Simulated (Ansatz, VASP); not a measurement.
La5Lu2F in VASP and in Ansatz

```
La Lu F
1.0
     3.60000    0.00000    0.00000
    -1.80000    3.11769    0.00000
     0.00000    0.00000   18.10000
La Lu F
5 2 1
Direct
  0.00000 0.00000 0.21430
  0.66667 0.33333 0.92860
  0.33333 0.66667 0.07140
  0.00000 0.00000 0.78570
  0.00000 0.00000 0.50000
  0.66667 0.33333 0.35710
  0.33333 0.66667 0.64290
  0.00000 0.00000 0.00000
```

Alike in both runs: task relaxation of cell and atoms; functional PBE; k mesh 5 × 5 × 1; occupations gaussian, width 0.2 eV; no spin polarisation.

```csv
,VASP,Ansatz
version,VASP 6.6.1,Ansatz 0.2.0
potentials or method,"VASP PAW PBE potentials, release 64 (La, Lu, F), cutoff 600 eV","scalar-relativistic, plane waves, PAW"
valence electrons in the cell,112,112
```

|  | VASP | Ansatz | Ansatz less VASP |
| --- | --- | --- | --- |
| gap on the k mesh at the Fermi level, each at its own relaxed structure (eV) | none | none | - |
| relaxed volume (Å³/atom) | 31.51 | 31.28 | -0.229 |
| relaxed length of the cell vector where the two differ most in proportion (Å) | 20.751 | 20.629 | -0.1225 |

A gap of «none» marks a metal or a gap that the smearing closes.

The k mesh is coarse, so the values compare programs but aren't converged. Neither program's run includes spin-orbit coupling. Noted on VASP's run: the volume moved by over 15 % at a fixed basis, so the end points are rough.
